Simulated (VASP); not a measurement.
Input of a VASP 6.6.1 run:

Contents of INCAR:

```
PREC     = Accurate       # precision mode
ENCUT    = 500            # plane-wave cutoff, eV
EDIFF    = 1E-7           # SCF threshold, eV
ISMEAR   = 0              # smearing method
SIGMA    = 0.1            # smearing width, eV
LREAL    = F              # projectors in reciprocal space
LASPH    = T              # aspherical terms in the spheres
NELM     = 120            # most SCF steps
ALGO     = Normal         # electronic algorithm
ISIF     = 3              # what is computed and relaxed
LWAVE    = F              # write WAVECAR
LCHARG   = F              # write CHGCAR
GGA      = PE             # functional
IBRION   = 2              # ionic algorithm
NSW      = 90             # ionic steps
EDIFFG   = -0.04          # ionic threshold
GGA_COMPAT= F            
NELMIN   = 4
```

KPOINTS

```
Automatic mesh
0
Gamma
  6 6 2
```

POSCAR

```
CdS3
1.0
    3.0718743000      0.0000000000      0.0000000000
    0.0000000000      3.0718743000      0.0000000000
    0.0000000000      0.0000000000     10.1113588200
Cd S
1 3
Direct
    0.0000000000      0.0000000000      0.0000000000
    0.5000000000      0.5000000000      0.7342755200
    0.0000000000      0.0000000000      0.5000000000
    0.5000000000      0.5000000000      0.2657244800
```

Potentials or basis: VASP PAW PBE potentials, release 64 (Cd, S).

Run with:

```console
$ cat potpaw_PBE.64/Cd/POTCAR potpaw_PBE.64/S/POTCAR > POTCAR
$ mpirun -np 1 vasp_std > vasp.out
```

Question: What does it give for the relaxed cell?

Answer: a = 2.538 Å, b = 2.538 Å, c = 13.458 Å, α = 90.00°, β = 90.00°, γ = 90.00°.

Question: What does it give for the relaxed volume?

Answer: 21.67 Å³/atom.

Question: Predict the band gap on the k mesh.

Answer: Zero (bands 15 and 16 overlap by 4.37 eV).

The path:
| step | energy change (eV) | largest force (eV/Å) | pressure (GPa) | volume (Å³) |
| --- | --- | --- | --- | --- |
| 1 | 0.0000 | 0.2264 | -9.65 | 95.41 |
| 2 | -0.8727 | 0.3330 | -3.37 | 76.90 |
| 3 | -0.9259 | 0.3275 | -0.09 | 72.78 |
| 4 | -0.9263 | 0.3264 | 0.30 | 72.37 |
| 5 | -0.9505 | 0.2880 | 0.37 | 72.33 |
| 6 | -0.9863 | 0.1696 | 0.96 | 72.13 |
| 7 | -0.9925 | 0.1365 | 1.31 | 72.04 |
| 8 | -1.0319 | 0.0597 | 2.32 | 71.83 |
| 9 | -1.1343 | 0.0667 | 4.30 | 71.26 |
| 10 | -1.2668 | 0.3401 | 11.52 | 69.58 |
| 11 | -1.2708 | 0.3421 | 11.56 | 69.62 |
| 12 | -1.2813 | 0.3469 | 11.69 | 69.75 |
| 13 | -1.2965 | 0.3538 | 12.00 | 70.00 |
| 14 | -1.3044 | 0.3626 | 12.79 | 70.47 |
| 15 | -1.3262 | 0.3503 | 12.36 | 70.78 |
| 16 | -1.3875 | 0.3156 | 11.12 | 71.72 |
| 17 | -1.4927 | 0.2522 | 8.83 | 73.63 |
| 18 | -1.6405 | 0.1431 | 4.95 | 77.53 |
| 19 | -1.7389 | 0.0301 | -0.56 | 85.68 |
| 20 | -1.7391 | 0.0248 | -0.39 | 85.36 |
| 21 | -1.7390 | 0.0196 | -0.23 | 85.05 |
| 22 | -1.7398 | 0.0224 | -0.18 | 85.10 |
| 23 | -1.7417 | 0.0300 | -0.01 | 85.24 |
| 24 | -1.7428 | 0.0410 | 0.33 | 85.53 |
| 25 | -1.7428 | 0.0390 | 0.26 | 85.47 |
| 26 | -1.7432 | 0.0426 | 0.16 | 85.73 |
| 27 | -1.7436 | 0.0502 | -0.07 | 86.34 |
| 28 | -1.7438 | 0.0489 | -0.06 | 86.37 |
| 29 | -1.7444 | 0.0458 | -0.04 | 86.48 |
| 30 | -1.7454 | 0.0395 | 0.01 | 86.69 |

Caveat: a cell axis changed by over 15 % at a fixed basis, so the end point is rough.
